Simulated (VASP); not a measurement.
# Sb (R-3m) in VASP: further runs

The runs below take Sb through single point, with PBEsol.

Program: VASP 6.6.1. These are calculated values, not measurements. Logs are shortened: lines on timing, memory, paths and dates and some standing lists are left out, and cuts for length are marked.

### Step 1. The cell of the first run

The structure is trigonal, space group R-3m (No. 166). Conventional cell: a = 4.272 Å, b = 4.272 Å, c = 11.179 Å, α = 90.00°, β = 90.00°, γ = 120.00°. Sb (site symmetry 3m) has 6 Sb at 2.88 to 3.33 Å within 3.8 Å.

### Step 2. Single point, PBEsol

File INCAR:

```
SYSTEM = Sb
  ALGO = Normal
  EDIFF = 1E-6
  ENCUT = 520
  GGA = PS
  ISIF = 2
  ISMEAR = -1
  LASPH = .TRUE.
  LCHARG = .FALSE.
  LREAL = .FALSE.
  LWAVE = .FALSE.
  NBANDS = 12
  NELM = 80
  PREC = Accurate
  SIGMA = 0.15
```

File KPOINTS:

```
k-points
0
G
  8 8 8
  0 0 0
```

File POSCAR:

```
Sb
1.0
    2.1360966231      1.2332760100      3.7264186750
   -2.1360966231      1.2332760100      3.7264186750
    0.0000000000     -2.4665520201      3.7264186750
Sb
2
Direct
    0.2334900000      0.2334900000      0.2334900000
    0.7665100000      0.7665100000      0.7665100000
```

Potentials or basis: VASP PAW PBE potentials, release 64 (Sb).

Started as:

```console
$ cat potpaw_PBE.64/Sb/POTCAR > POTCAR
$ mpirun -np 1 vasp_std > vasp.out
```

OUTCAR:

```text
SYSTEM = Sb
   EDIFF = 1E-6
   ENCUT = 520
   GGA = PS
   ISIF = 2
   ISMEAR = -1
   LASPH = .TRUE.
   LREAL = .FALSE.
   NELM = 80
   PREC = Accurate

 ion  position               nearest neighbor table
   1  0.233  0.233  0.233-   2 2.88   2 2.88   2 2.88   2 3.33   2 3.33   2 3.33
   2  0.767  0.767  0.767-   1 2.88   1 2.88   1 2.88   1 3.33   1 3.33   1 3.33

  LATTYP: Found a trigonal (rhomboedric) cell.
 ALAT       =     4.4687889457
 COS(alpha) =     0.5430253418

  Lattice vectors:

 A1 = (   2.1360966231,   1.2332760100,   3.7264186750)
 A2 = (  -2.1360966231,   1.2332760100,   3.7264186750)
 A3 = (   0.0000000000,  -2.4665520201,   3.7264186750)

Analysis of symmetry for initial positions (statically):
=====================================================================
 Subroutine PRICEL returns:
 Original cell was already a primitive cell.

 Routine SETGRP: Setting up the symmetry group for a
 trigonal (rhombohedral) supercell.

 Subroutine GETGRP returns: Found 12 space group operations
 (whereof 12 operations were pure point group operations)
 out of a pool of 12 trial point group operations.

The static configuration has the point symmetry D_3d.

Analysis of symmetry for dynamics (positions and initial velocities):
=====================================================================
 Subroutine PRICEL returns:
 Original cell was already a primitive cell.

 Routine SETGRP: Setting up the symmetry group for a
 trigonal (rhombohedral) supercell.

 Subroutine GETGRP returns: Found 12 space group operations
 (whereof 12 operations were pure point group operations)
 out of a pool of 12 trial point group operations.

The dynamic configuration has the point symmetry D_3d.

 Subroutine INISYM returns: Found 12 space group operations
 (whereof 12 operations are pure point group operations),
 and found     1 'primitive' translations

----------------------------------------------------------------------------------------

                                     Primitive cell

  volume of cell :      58.9012

  direct lattice vectors                    reciprocal lattice vectors
     2.136096623  1.233276010  3.726418675     0.234071809  0.135141416  0.089451391
    -2.136096623  1.233276010  3.726418675    -0.234071809  0.135141416  0.089451391
     0.000000000 -2.466552020  3.726418675     0.000000000 -0.270282833  0.089451391

  length of vectors
     4.468788946  4.468788946  4.468788987     0.284700484  0.284700484  0.284700476

  position of ions in fractional coordinates (direct lattice)
     0.233490000  0.233490000  0.233490000
     0.766510000  0.766510000  0.766510000

  ion indices of the primitive-cell ions
   primitive index   ion index
                 1           1
                 2           2

----------------------------------------------------------------------------------------

 KPOINTS: k-points

Automatic generation of k-mesh.
 Grid dimensions read from file:
 generate k-points for:    8    8    8

 Generating k-lattice:

  Cartesian coordinates                     Fractional coordinates (reciprocal lattice)
     0.029258976  0.016892677  0.011181424     0.125000000 -0.000000000 -0.000000000
    -0.029258976  0.016892677  0.011181424    -0.000000000  0.125000000 -0.000000000
     0.000000000 -0.033785354  0.011181424    -0.000000000 -0.000000000  0.125000000

  Length of vectors
     0.035587560  0.035587560  0.035587559

  Shift w.r.t. Gamma in fractional coordinates (k-lattice)
     0.000000000  0.000000000  0.000000000

 Subroutine IBZKPT returns following result:
 ===========================================

 Found     65 irreducible k-points:

 Following reciprocal coordinates:
            Coordinates               Weight
  0.000000  0.000000  0.000000      1.000000
  0.125000 -0.000000 -0.000000      6.000000
  0.250000 -0.000000 -0.000000      6.000000
  0.375000  0.000000 -0.000000      6.000000
  0.500000 -0.000000 -0.000000      3.000000
  0.125000  0.125000 -0.000000      6.000000
[... 16 lines left out ...]
  0.250000  0.125000  0.125000      6.000000
  0.375000  0.125000  0.125000      6.000000
 [... further k-points ...]
   k-points           NKPTS =     65   k-points in BZ     NKDIM =     65   number of bands    NBANDS=     12
   number of dos      NEDOS =    301   number of ions     NIONS =      2
   total plane-waves  NPLWV =  46656
   dimension x,y,z NGX =    36 NGY =   36 NGZ =   36
   dimension x,y,z NGXF=    72 NGYF=   72 NGZF=   72
   ions per type =               2
   NGX,Y,Z   is equivalent  to a cutoff of  13.39, 13.39, 13.39 a.u.
   NGXF,Y,Z  is equivalent  to a cutoff of  26.79, 26.79, 26.79 a.u.
 SYSTEM =  Sb
   PREC   = accura    normal or accurate (medium, high low for compatibility)
   ISTART =      0    job   : 0-new  1-cont  2-samecut
   ICHARG =      2    charge: 1-file 2-atom 10-const
   ISPIN  =      1    spin polarized calculation?
   LNONCOLLINEAR =      F non collinear calculations
   LSORBIT =      F    spin-orbit coupling
   LASPH  =      T    aspherical Exc in radial PAW
   ENCUT  =  520.0 eV  38.22 Ry    6.18 a.u.   8.31  8.31  8.31*2*pi/ulx,y,z
   NELM   =     80;   NELMIN=  2; NELMDL= -5     # of ELM steps
   EDIFF  = 0.1E-05   stopping-criterion for ELM
   LREAL  =      F    real-space projection
   EDIFFG = 0.1E-04   stopping-criterion for IOM
   NSW    =      0    number of steps for IOM
   IBRION =     -1    ionic relax: 0-MD 1-quasi-New 2-CG
   NFREE  =      0    steps in history (QN), initial steepest desc. (CG)
   ISIF   =      2    stress and relaxation
   ISYM   =      2    0-nonsym 1-usesym 2-fastsym
   POTIM  = 0.5000    time-step for ionic-motion
   TEBEG  =    0.0;   TEEND  =   0.0 temperature during run
   PSTRESS=    0.0 pullay stress
   NELECT =      10.0000    total number of electrons
   NUPDOWN=      -1.0000    fix difference up-down
   EMIN   =  10.00;   EMAX   =-10.00  energy-range for DOS
   EFERMI =   0.00;   METHOD = LEGACY
   ISMEAR =    -1;   SIGMA  =   0.15  broadening in eV -4-tet -1-fermi 0-gaus
   EFERMI_NEDOS =   21; number of points for ismear=-14 and -15
   IALGO  =     38    algorithm
   IMIX   =      4    mixing-type and parameters
     AMIX     =   0.40;   BMIX     =  1.00
     AMIX_MAG =   1.60;   BMIX_MAG =  1.00
  volume/ion in A,a.u.               =      29.45       198.74
  Fermi-wavevector in a.u.,A,eV,Ry     =   0.906498  1.713033 11.180430  0.821738
  Thomas-Fermi vector in A             =   2.030193
   LORBIT       =      0    0 simple, 1 ext, 2 COOP (PROOUT), +10 PAW based schemes
   GGA     = PS    functional components
   LHFCALC =     F    Hartree Fock is set to
   AEXX    =    0.0000 exact exchange contribution
   IVDW    =     0    specifies the selected vdW correction
   LEPSILON=     F    determine dielectric tensor
   LRPA    =     F    only Hartree local field effects (RPA)
 non-spin polarized calculation
  energy-cutoff  :      520.00
  volume of cell :       58.90
 maximum number of plane-waves:      1604
 NGX is ok and might be reduce to    36
   NGX = 17   NGY = 17   NGZ = 17

 number of electron      10.0000000 magnetization

 Free energy of the ion-electron system (eV)
  ---------------------------------------------------
  ext. energy  EPLUGINS =         0.00000000
  ---------------------------------------------------
  free energy    TOTEN  =        -9.12171026 eV

  energy without entropy =       -9.09109512  energy(sigma->0) =       -9.10640269

 E-fermi :   7.4231     XC(G=0):  -9.7725

 val. band max:        7.2198923923   @ k =   0.5000  -0.0000  -0.0000
 cond. band min:       7.5063416672   @ k =   0.3750   0.2500   0.2500
 fundamental gap:      0.2864492749
 Fermi energy:         7.4231214015

 k-point     1 :       0.0000    0.0000    0.0000
  band No.  band energies     occupation
      1      -5.4851      2.00000
      2       2.7842      2.00000
      3       5.3330      2.00000
      4       5.6171      1.99999
      5       5.6171      1.99999
      6       9.5184      0.00000
      7      10.1894      0.00000
      8      10.1894      0.00000
      9      12.5029      0.00000
     10      12.5029      0.00000
     11      12.6789      0.00000
     12      13.8664      0.00000

 k-point     2 :       0.1250   -0.0000   -0.0000
  band No.  band energies     occupation
      1      -5.3078      2.00000
      2       1.9897      2.00000
      3       5.3730      2.00000
      4       5.5724      1.99999
      5       5.9270      1.99991
      6       9.4276      0.00000
      7       9.7435      0.00000
      8       9.7847      0.00000
      9      11.9248      0.00000
     10      12.4072      0.00000
     11      12.5896      0.00000
     12      15.0620      0.00000

 k-point     3 :       0.2500   -0.0000   -0.0000
  band No.  band energies     occupation
      1      -4.7808      2.00000
      2       0.4434      2.00000
      3       5.3900      2.00000
      4       5.4934      1.99999
      5       6.3910      1.99795
      6       8.7158      0.00036
      7       8.8306      0.00017
      8       8.9242      0.00009
      9      12.2907      0.00000
     10      12.9241      0.00000
     11      13.4470      0.00000
     12      17.2803      0.00000
[... 286 lines left out ...]
 k-point    23 :       0.2500    0.1250    0.1250
  band No.  band energies     occupation
      1      -5.0692      2.00000
      2       1.1254      2.00000
      3       4.5893      2.00000
      4       5.9698      1.99988
      5       6.9450      1.92070
      6       8.6236      0.00067
      7       8.6763      0.00047
      8      10.4449      0.00000
      9      12.1643      0.00000
     10      12.6434      0.00000
     11      13.4773      0.00000
     12      14.9331      0.00000

 k-point    24 :       0.3750    0.1250    0.1250
  band No.  band energies     occupation
      1      -4.4572      2.00000
      2      -0.1216      2.00000
      3       3.9702      2.00000
      4       5.8808      1.99993
      5       7.5274      0.66568
      6       7.6953      0.28018
      7       8.1158      0.01955
      8      10.5470      0.00000
      9      12.3921      0.00000
     10      13.3764      0.00000
     11      14.6276      0.00000
     12      16.4546      0.00000

 [... further k-points ...]

------------------------ aborting loop because EDIFF is reached ----------------------------------------

  FORCE on cell =-STRESS in cart. coord.  units (eV):
  Direction    XX          YY          ZZ          XY          YZ          ZX
  --------------------------------------------------------------------------------------
  -------------------------------------------------------------------------------------
  Total        0.7349586      0.7349586      0.4898031      0.0000000     -0.0000000      0.0000000
  in kB       19.9916838     19.9916854     13.3231845      0.0000000     -0.0000000      0.0000000
  external PRESSURE =      17.7688513 kB  Pullay stress =       0.0000000 kB

 VOLUME and BASIS-vectors are now :
 -----------------------------------------------------------------------------
  energy-cutoff  :      520.00
  volume of cell :       58.90
      direct lattice vectors                 reciprocal lattice vectors
     2.136096623  1.233276010  3.726418675     0.234071809  0.135141416  0.089451391
    -2.136096623  1.233276010  3.726418675    -0.234071809  0.135141416  0.089451391
     0.000000000 -2.466552020  3.726418675     0.000000000 -0.270282833  0.089451391

 POSITION                                       TOTAL-FORCE (eV/Angst)
 -----------------------------------------------------------------------------------
      0.00000     -0.00000      2.61024         0.000000     -0.000000      0.348395
      0.00000     -0.00000      8.56901         0.000000      0.000000     -0.348395
 -----------------------------------------------------------------------------------
    total drift:                                0.000000     -0.000000     -0.000000

  FREE ENERGIE OF THE ION-ELECTRON SYSTEM (eV)
  ---------------------------------------------------
  free  energy   TOTEN  =        -9.1217102634 eV

  energy  without entropy=       -9.0910951162  energy(sigma->0) =       -9.10640269
```

It took 27 s on 1 thread of AMD EPYC 7R13 (Zen 3), shared host; peak memory 0.19 GiB.

What came out:

```yaml
Free_energy: -9.1217 eV
Pressure: 1.8 GPa
Largest_force: 0.348 eV/Å
Band_gap_on_the_k_mesh: zero (band 5 reaches 7.53 eV, above the bottom of band 6 at 7.22 eV)
```

Forces on the atoms (eV/Å):
```
Sb   0.000  0.000  0.348
Sb   0.000  0.000 -0.348
```

Levels at points of the mesh, in eV from the Fermi level:
```tsv
k point	band 3	band 4	band 5	band 6	band 7	band 8
(0.00, 0.00, 0.00)	-2.09	-1.81	-1.81	2.10	2.77	2.77
(0.50, 0.00, 0.00)	-1.97	-1.84	-0.25	-0.20	0.19	0.51
(0.50, 0.50, 0.00)	-5.56	-3.84	-3.74	1.42	5.12	5.67
(0.50, 0.50, 0.50)	-1.32	-1.32	-0.45	0.14	0.14	1.21
```

Caveat: the PAW data sets were made with another functional, which shifts forces and pressure a little; spin-orbit coupling is left out, which moves the levels of the heavy elements.

### Step 3. Single point, PBEsol

This run uses another cell than the first one, of 30.21 Å³/atom, 1.026 times its volume.

File INCAR:

```
PREC     = Accurate       # precision mode
ENCUT    = 520            # plane-wave cutoff, eV
EDIFF    = 1E-6           # SCF threshold, eV
ISMEAR   = -1             # smearing method
SIGMA    = 0.15           # smearing width, eV
LREAL    = False          # projectors in reciprocal space
LASPH    = True           # aspherical terms in the spheres
NELM     = 80             # most SCF steps
ALGO     = Normal         # electronic algorithm
ISIF     = 2              # what is computed and relaxed
LWAVE    = False          # write WAVECAR
LCHARG   = False          # write CHGCAR
GGA      = PS             # functional
NBANDS   = 12             # bands
```

File KPOINTS:

```
regular mesh
0
Gamma
  8 8 8
```

File POSCAR:

```
Sb
1.0
    2.1542000000      1.2437280000      3.7580000000
   -2.1542000000      1.2437280000      3.7580000000
    0.0000000000     -2.4874560000      3.7580000000
Sb
2
Direct
    0.2334900000      0.2334900000      0.2334900000
    0.7665100000      0.7665100000      0.7665100000
```

Potentials or basis: VASP PAW PBE potentials, release 64 (Sb).

Started as:

```console
$ cat potpaw_PBE.64/Sb/POTCAR > POTCAR
$ mpirun -np 1 vasp_std > vasp.out
```

Run time: 27 s. Hardware: 1 thread of AMD EPYC 7R13 (Zen 3), shared host; peak memory 0.19 GiB.

It converged, with:

- Free energy: -9.1308 eV
- Pressure: 0.2 GPa
- Largest force: 0.206 eV/Å
- Band gap on the k mesh: zero (band 5 reaches 7.20 eV, above the bottom of band 6 at 6.89 eV)

Forces on the atoms (eV/Å):
```
Sb   0.000  0.000  0.206
Sb   0.000  0.000 -0.206
```

Stress tensor (GPa, compression positive):
```
 0.32  0.00  0.00
 0.00  0.32  0.00
 0.00  0.00 -0.06
```

Levels at points of the mesh, in eV from the Fermi level:
```csv
k point,band 2,band 3,band 4,band 5,band 6,band 7,band 8,band 9
"(0.00, 0.00, 0.00)",-4.77,-2.02,-1.75,-1.75,2.09,2.73,2.73,5.11
"(0.50, 0.00, 0.00)",-9.60,-1.90,-1.78,-0.24,-0.21,0.20,0.54,7.54
"(0.50, 0.50, 0.00)",-7.98,-5.41,-3.72,-3.63,1.51,4.98,5.55,6.98
"(0.50, 0.50, 0.50)",-8.94,-1.27,-1.27,-0.49,0.17,0.17,1.16,6.97
```

Caveat: the PAW data sets were made with another functional, which shifts forces and pressure a little; spin-orbit coupling is left out, which moves the levels of the heavy elements.

(Continued in part 2 of 2.)
